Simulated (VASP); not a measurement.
# Bi (Fm-3m) in VASP: a series of runs

Bi is run at these levels: PBE; tasks: single point, relaxation of cell and atoms.

Program: VASP 6.6.1. These are calculated values, not measurements. Logs are shortened: lines on timing, memory, paths and dates and some standing lists are left out, and cuts for length are marked.

## Step 1: The cell of the first run

It takes space group Fm-3m (No. 225, cubic). The conventional cell has a = 5.047 Å, b = 5.047 Å, c = 5.047 Å, α = 90.00°, β = 90.00°, γ = 90.00°. Bi (site symmetry m-3m) has 12 Bi at 3.57 Å within 4.7 Å.

## Step 2: Single point, PBE

File INCAR:

```
PREC = Accurate
ENCUT = 520
EDIFF = 1E-6
ISMEAR = -1
SIGMA = 0.05
LREAL = False
LASPH = True
NELM = 60
ALGO = Normal
ISIF = 2
LWAVE = False
LCHARG = False
GGA = PE
NBANDS = 14
```

File KPOINTS:

```
Automatic mesh
0
Gamma
  13 13 13
```

File POSCAR:

```
Bi
1.0
    0.0000000000      2.5237007580      2.5237007580
    2.5237007580      0.0000000000      2.5237007580
    2.5237007580      2.5237007580      0.0000000000
Bi
1
Direct
    0.0000000000      0.0000000000      0.0000000000
```

Potentials or basis: VASP PAW PBE potentials, release 64 (Bi_d).

The run is started by

```sh
> cat potpaw_PBE.64/Bi_d/POTCAR > POTCAR
> mpirun -np 1 vasp_std > vasp.out
```

OUTCAR:

```text
PREC = Accurate
   ENCUT = 520
   EDIFF = 1E-6
   ISMEAR = -1
   LREAL = False
   LASPH = True
   NELM = 60
   ISIF = 2
   GGA = PE

 ion  position               nearest neighbor table
   1  0.000  0.000  0.000-

  LATTYP: Found a face centered cubic cell.
 ALAT       =     5.0474015160

  Lattice vectors:

 A1 = (   0.0000000000,   2.5237007580,   2.5237007580)
 A2 = (   2.5237007580,   0.0000000000,   2.5237007580)
 A3 = (   2.5237007580,   2.5237007580,   0.0000000000)

Analysis of symmetry for initial positions (statically):
=====================================================================
 Subroutine PRICEL returns:
 Original cell was already a primitive cell.

 Routine SETGRP: Setting up the symmetry group for a
 face centered cubic supercell.

 Subroutine GETGRP returns: Found 48 space group operations
[... 9 lines left out ...]

 Routine SETGRP: Setting up the symmetry group for a
 face centered cubic supercell.

 Subroutine GETGRP returns: Found 48 space group operations
[... 11 lines left out ...]
                                     Primitive cell

  volume of cell :      32.1472

  direct lattice vectors                    reciprocal lattice vectors
     0.000000000  2.523700758  2.523700758    -0.198121746  0.198121746  0.198121746
     2.523700758  0.000000000  2.523700758     0.198121746 -0.198121746  0.198121746
     2.523700758  2.523700758  0.000000000     0.198121746  0.198121746 -0.198121746

  length of vectors
     3.569051839  3.569051839  3.569051839     0.343156930  0.343156930  0.343156930

  position of ions in fractional coordinates (direct lattice)
     0.000000000  0.000000000  0.000000000

  ion indices of the primitive-cell ions
   primitive index   ion index
                 1           1

----------------------------------------------------------------------------------------

 KPOINTS: Automatic mesh

Automatic generation of k-mesh.
 Grid dimensions read from file:
 generate k-points for:   13   13   13

 Generating k-lattice:

  Cartesian coordinates                     Fractional coordinates (reciprocal lattice)
    -0.015240134  0.015240134  0.015240134     0.076923077  0.000000000  0.000000000
     0.015240134 -0.015240134  0.015240134     0.000000000  0.076923077  0.000000000
     0.015240134  0.015240134 -0.015240134     0.000000000  0.000000000  0.076923077

  Length of vectors
     0.026396687  0.026396687  0.026396687

  Shift w.r.t. Gamma in fractional coordinates (k-lattice)
     0.000000000  0.000000000  0.000000000

 Subroutine IBZKPT returns following result:
 ===========================================

 Found     84 irreducible k-points:

 Following reciprocal coordinates:
            Coordinates               Weight
  0.000000  0.000000  0.000000      1.000000
  0.076923  0.000000  0.000000      8.000000
  0.153846  0.000000  0.000000      8.000000
  0.230769  0.000000  0.000000      8.000000
  0.307692  0.000000  0.000000      8.000000
  0.384615  0.000000  0.000000      8.000000
[... 16 lines left out ...]
  0.384615  0.153846  0.000000     24.000000
  0.461538  0.153846  0.000000     24.000000
 [... further k-points ...]
   k-points           NKPTS =     84   k-points in BZ     NKDIM =     84   number of bands    NBANDS=     14
   number of dos      NEDOS =    301   number of ions     NIONS =      1
   total plane-waves  NPLWV =  21952
   dimension x,y,z NGX =    28 NGY =   28 NGZ =   28
   dimension x,y,z NGXF=    56 NGYF=   56 NGZF=   56
   ions per type =               1
   NGX,Y,Z   is equivalent  to a cutoff of  13.04, 13.04, 13.04 a.u.
   NGXF,Y,Z  is equivalent  to a cutoff of  26.08, 26.08, 26.08 a.u.
 SYSTEM =  unknown system
   PREC   = accura    normal or accurate (medium, high low for compatibility)
   ISTART =      0    job   : 0-new  1-cont  2-samecut
   ICHARG =      2    charge: 1-file 2-atom 10-const
   ISPIN  =      1    spin polarized calculation?
   LNONCOLLINEAR =      F non collinear calculations
   LSORBIT =      F    spin-orbit coupling
   LASPH  =      T    aspherical Exc in radial PAW
   ENCUT  =  520.0 eV  38.22 Ry    6.18 a.u.   6.64  6.64  6.64*2*pi/ulx,y,z
   NELM   =     60;   NELMIN=  2; NELMDL= -5     # of ELM steps
   EDIFF  = 0.1E-05   stopping-criterion for ELM
   LREAL  =      F    real-space projection
   EDIFFG = 0.1E-04   stopping-criterion for IOM
   NSW    =      0    number of steps for IOM
   IBRION =     -1    ionic relax: 0-MD 1-quasi-New 2-CG
   NFREE  =      0    steps in history (QN), initial steepest desc. (CG)
   ISIF   =      2    stress and relaxation
   ISYM   =      2    0-nonsym 1-usesym 2-fastsym
   POTIM  = 0.5000    time-step for ionic-motion
   TEBEG  =    0.0;   TEEND  =   0.0 temperature during run
   PSTRESS=    0.0 pullay stress
   NELECT =      15.0000    total number of electrons
   NUPDOWN=      -1.0000    fix difference up-down
   EMIN   =  10.00;   EMAX   =-10.00  energy-range for DOS
   EFERMI =   0.00;   METHOD = LEGACY
   ISMEAR =    -1;   SIGMA  =   0.05  broadening in eV -4-tet -1-fermi 0-gaus
   EFERMI_NEDOS =   21; number of points for ismear=-14 and -15
   IALGO  =     38    algorithm
   IMIX   =      4    mixing-type and parameters
     AMIX     =   0.40;   BMIX     =  1.00
     AMIX_MAG =   1.60;   BMIX_MAG =  1.00
  volume/ion in A,a.u.               =      32.15       216.94
  Fermi-wavevector in a.u.,A,eV,Ry     =   1.269767  2.399512 21.936788  1.612308
  Thomas-Fermi vector in A             =   2.402791
   LORBIT       =      0    0 simple, 1 ext, 2 COOP (PROOUT), +10 PAW based schemes
   GGA     = PE    functional components
   LHFCALC =     F    Hartree Fock is set to
   AEXX    =    0.0000 exact exchange contribution
   IVDW    =     0    specifies the selected vdW correction
   LEPSILON=     F    determine dielectric tensor
   LRPA    =     F    only Hartree local field effects (RPA)
 non-spin polarized calculation
  energy-cutoff  :      520.00
  volume of cell :       32.15
 maximum number of plane-waves:       893
   NGX = 13   NGY = 13   NGZ = 13

 number of electron      14.9999998 magnetization

 Free energy of the ion-electron system (eV)
  ---------------------------------------------------
  ext. energy  EPLUGINS =         0.00000000
  ---------------------------------------------------
  free energy    TOTEN  =        -3.70167029 eV

  energy without entropy =       -3.69322222  energy(sigma->0) =       -3.69744625

 E-fermi :   7.5834     XC(G=0): -10.1419

 val. band max:        7.5684581596   @ k =   0.4615   0.2308   0.0000
 cond. band min:       7.5892579900   @ k =  -0.4615   0.4615   0.0769
 fundamental gap:      0.0207998304
 Fermi energy:         7.5834251898

 k-point     1 :       0.0000    0.0000    0.0000
  band No.  band energies     occupation
      1     -15.4788      2.00000
      2     -15.4788      2.00000
      3     -15.4788      2.00000
      4     -15.4169      2.00000
      5     -15.4169      2.00000
      6      -5.7844      2.00000
      7      12.3320      0.00000
      8      12.3320      0.00000
      9      12.3320      0.00000
     10      16.0753      0.00000
     11      16.6847      0.00000
     12      18.2400      0.00000
     13      18.2400      0.00000
     14      18.2400      0.00000

 k-point     2 :       0.0769    0.0000    0.0000
  band No.  band energies     occupation
      1     -15.4780      2.00000
      2     -15.4747      2.00000
      3     -15.4747      2.00000
      4     -15.4168      2.00000
      5     -15.4168      2.00000
      6      -5.6865      2.00000
      7      11.1799      0.00000
      8      12.2168      0.00000
      9      12.2168      0.00000
     10      16.0816      0.00000
     11      16.9211      0.00000
     12      18.4468      0.00000
     13      18.4468      0.00000
     14      19.4822      0.00000

 k-point     3 :       0.1538    0.0000    0.0000
  band No.  band energies     occupation
      1     -15.4761      2.00000
      2     -15.4661      2.00000
      3     -15.4661      2.00000
      4     -15.4140      2.00000
      5     -15.4140      2.00000
      6      -5.3962      2.00000
      7       9.1080      0.00000
      8      11.9260      0.00000
      9      11.9260      0.00000
     10      15.4680      0.00000
     11      18.2651      0.00000
     12      18.8238      0.00000
     13      18.8238      0.00000
     14      19.2458      0.00000

 k-point     4 :       0.2308    0.0000    0.0000
  band No.  band energies     occupation
      1     -15.4739      2.00000
      2     -15.4619      2.00000
      3     -15.4619      2.00000
      4     -15.4020      2.00000
      5     -15.4020      2.00000
      6      -4.9273      2.00000
      7       7.0058      1.99998
      8      11.5675      0.00000
      9      11.5675      0.00000
     10      15.0582      0.00000
     11      18.1847      0.00000
     12      18.4558      0.00000
     13      18.4558      0.00000
     14      19.7745      0.00000

 k-point     5 :       0.3077    0.0000    0.0000
  band No.  band energies     occupation
      1     -15.4720      2.00000
      2     -15.4644      2.00000
      3     -15.4644      2.00000
      4     -15.3820      2.00000
      5     -15.3820      2.00000
      6      -4.3165      2.00000
      7       5.1061      2.00000
      8      11.2318      0.00000
      9      11.2318      0.00000
     10      14.8330      0.00000
     11      17.2977      0.00000
     12      17.8667      0.00000
     13      17.8667      0.00000
     14      21.4436      0.00000

 k-point     6 :       0.3846    0.0000    0.0000
  band No.  band energies     occupation
      1     -15.4708      2.00000
      2     -15.4690      2.00000
      3     -15.4690      2.00000
      4     -15.3629      2.00000
      5     -15.3629      2.00000
      6      -3.6566      2.00000
      7       3.5655      2.00000
      8      10.9787      0.00000
      9      10.9787      0.00000
     10      14.7530      0.00000
     11      16.6358      0.00000
     12      17.4382      0.00000
     13      17.4382      0.00000
     14      22.7449      0.00000

 k-point     7 :       0.4615    0.0000    0.0000
  band No.  band energies     occupation
      1     -15.4720      2.00000
      2     -15.4720      2.00000
      3     -15.4703      2.00000
      4     -15.3516      2.00000
      5     -15.3516      2.00000
      6      -3.1678      2.00000
      7       2.6310      2.00000
      8      10.8436      0.00000
      9      10.8436      0.00000
     10      14.7545      0.00000
     11      16.2643      0.00000
     12      17.2191      0.00000
     13      17.2191      0.00000
     14      23.6894      0.00000
[... 205 lines left out ...]
 k-point    20 :       0.1538    0.1538    0.0000
  band No.  band energies     occupation
      1     -15.4931      2.00000
      2     -15.4480      2.00000
      3     -15.4480      2.00000
      4     -15.4319      2.00000
      5     -15.4040      2.00000
      6      -5.2662      2.00000
      7       9.6949      0.00000
      8      10.8563      0.00000
      9      10.8563      0.00000
     10      14.9173      0.00000
     11      16.5461      0.00000
     12      19.6843      0.00000
     13      20.3896      0.00000
     14      20.3896      0.00000

 k-point    21 :       0.2308    0.1538    0.0000
  band No.  band energies     occupation
      1     -15.4964      2.00000
      2     -15.4441      2.00000
      3     -15.4366      2.00000
      4     -15.4276      2.00000
      5     -15.3943      2.00000
      6      -4.9194      2.00000
      7       8.2165      0.00001
      8      10.3690      0.00000
      9      10.4904      0.00000
     10      14.8243      0.00000
     11      15.7570      0.00000
     12      19.5862      0.00000
     13      20.8447      0.00000
     14      21.3413      0.00000

 k-point    22 :       0.3077    0.1538    0.0000
  band No.  band energies     occupation
      1     -15.4937      2.00000
      2     -15.4508      2.00000
      3     -15.4348      2.00000
      4     -15.4108      2.00000
      5     -15.3763      2.00000
      6      -4.4086      2.00000
      7       6.4243      2.00000
      8       9.9666      0.00000
      9      10.0206      0.00000
     10      14.5949      0.00000
     11      16.1829      0.00000
     12      19.1053      0.00000
     13      20.2609      0.00000
     14      20.8660      0.00000

 k-point    23 :       0.3846    0.1538    0.0000
  band No.  band energies     occupation
      1     -15.4887      2.00000
      2     -15.4540      2.00000
      3     -15.4387      2.00000
      4     -15.3950      2.00000
      5     -15.3585      2.00000
      6      -3.7869      2.00000
      7       4.7774      2.00000
      8       9.3545      0.00000
      9       9.8472      0.00000
     10      14.2513      0.00000
     11      17.2450      0.00000
     12      18.8569      0.00000
     13      19.5465      0.00000
     14      20.5058      0.00000

 k-point    24 :       0.4615    0.1538    0.0000
  band No.  band energies     occupation
      1     -15.4849      2.00000
      2     -15.4524      2.00000
      3     -15.4436      2.00000
      4     -15.3816      2.00000
      5     -15.3490      2.00000
      6      -3.1824      2.00000
      7       3.5091      2.00000
      8       8.8005      0.00000
      9       9.8666      0.00000
     10      14.1245      0.00000
     11      17.5327      0.00000
     12      18.9492      0.00000
     13      19.7306      0.00000
     14      20.4337      0.00000

 [... further k-points ...]

------------------------ aborting loop because EDIFF is reached ----------------------------------------

  FORCE on cell =-STRESS in cart. coord.  units (eV):
  Direction    XX          YY          ZZ          XY          YZ          ZX
  --------------------------------------------------------------------------------------
  -------------------------------------------------------------------------------------
  Total       -0.1243950     -0.1243950     -0.1243950     -0.0000000     -0.0000000     -0.0000000
  in kB       -6.1996915     -6.1996915     -6.1996915     -0.0000000     -0.0000000     -0.0000000
  external PRESSURE =      -6.1996915 kB  Pullay stress =       0.0000000 kB

 VOLUME and BASIS-vectors are now :
 -----------------------------------------------------------------------------
  energy-cutoff  :      520.00
  volume of cell :       32.15
      direct lattice vectors                 reciprocal lattice vectors
     0.000000000  2.523700758  2.523700758    -0.198121746  0.198121746  0.198121746
     2.523700758  0.000000000  2.523700758     0.198121746 -0.198121746  0.198121746
     2.523700758  2.523700758  0.000000000     0.198121746  0.198121746 -0.198121746

 POSITION                                       TOTAL-FORCE (eV/Angst)
 -----------------------------------------------------------------------------------
      0.00000      0.00000      0.00000         0.000000      0.000000      0.000000
 -----------------------------------------------------------------------------------
    total drift:                               -0.000000     -0.000000     -0.000000

  FREE ENERGIE OF THE ION-ELECTRON SYSTEM (eV)
  ---------------------------------------------------
  free  energy   TOTEN  =        -3.7016702923 eV

  energy  without entropy=       -3.6932222177  energy(sigma->0) =       -3.69744625
```

It took 16 s on 1 thread of Intel Xeon 6975P-C, shared host; peak memory 0.17 GiB.

Results:

```yaml
Free_energy: -3.7017 eV
Pressure: -0.6 GPa
```

Levels at points of the mesh, in eV from the Fermi level:
| k point | band 3 | band 4 | band 5 | band 6 | band 7 | band 8 | band 9 | band 10 | band 11 | band 12 |
| --- | --- | --- | --- | --- | --- | --- | --- | --- | --- | --- |
| (0.00, 0.00, 0.00) | -23.06 | -23.00 | -23.00 | -13.37 | 4.75 | 4.75 | 4.75 | 8.49 | 9.10 | 10.66 |

Caveat: spin-orbit coupling is left out, which moves the levels of the heavy elements.

[end of part 1 of 2]
